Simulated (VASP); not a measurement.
Set up this calculation in VASP 6.6.1, as the native input.

```
Task                   : single point
Functional             : PBE
Dispersion             : D3(BJ)
Potentials or basis    : VASP PAW PBE potentials, release 64 (Ag, B)
Cutoff                 : 520 eV
k mesh                 : 10 × 10 × 8
Occupations            : gaussian, width 0.05 eV
Spin                   : no spin polarisation
Dipole correction      : no
Further INCAR settings : ALGO = Normal; EDIFF = 1e-06; NBANDS = 16
```

The structure of AgB2 lies in POSCAR:

```
AgB2
1.0
    3.0237878476      0.0000000000      0.0000000000
   -1.5118939238      2.6186770917      0.0000000000
    0.0000000000      0.0000000000      4.1107935087
Ag B
1 2
Direct
    0.0000000000      0.0000000000      0.0000000000
    0.3333333333      0.6666666667      0.5000000000
    0.6666666667      0.3333333333      0.5000000000
```

This cell differs from its parent crystal: volume scaled by 1.04.

These files were run (other wordings do the same):

INCAR

```
SYSTEM = AgB2
PREC = Accurate ; ENCUT = 520
EDIFF = 1E-6 ; ISMEAR = 0
SIGMA = 0.05 ; LREAL = .FALSE.
LASPH = .TRUE. ; NELM = 100
ALGO = Normal ; ISIF = 2
LWAVE = .FALSE. ; LCHARG = .TRUE.
GGA = PE ; IVDW = 12
LELF = .TRUE. ; LVHAR = .TRUE.
NBANDS = 16
```

KPOINTS

```
regular mesh
0
G
  10 10 8
  0 0 0
```

Potentials or basis: VASP PAW PBE potentials, release 64 (Ag, B).

Run with:

```console
$ cat potpaw_PBE.64/Ag/POTCAR potpaw_PBE.64/B/POTCAR > POTCAR
$ mpirun -np 1 vasp_std > vasp.out
```

It gave:

```yaml
Pressure: -6.4 GPa
Dispersion_energy_per_atom: -0.322 eV
```

Caveat: three body term missing; pairwise dispersion overbinds metals, which lowers pressure and volume.

Run time: 43 s on 1 thread of AMD EPYC 7R13 (shared host), peak memory 0.15 GiB.
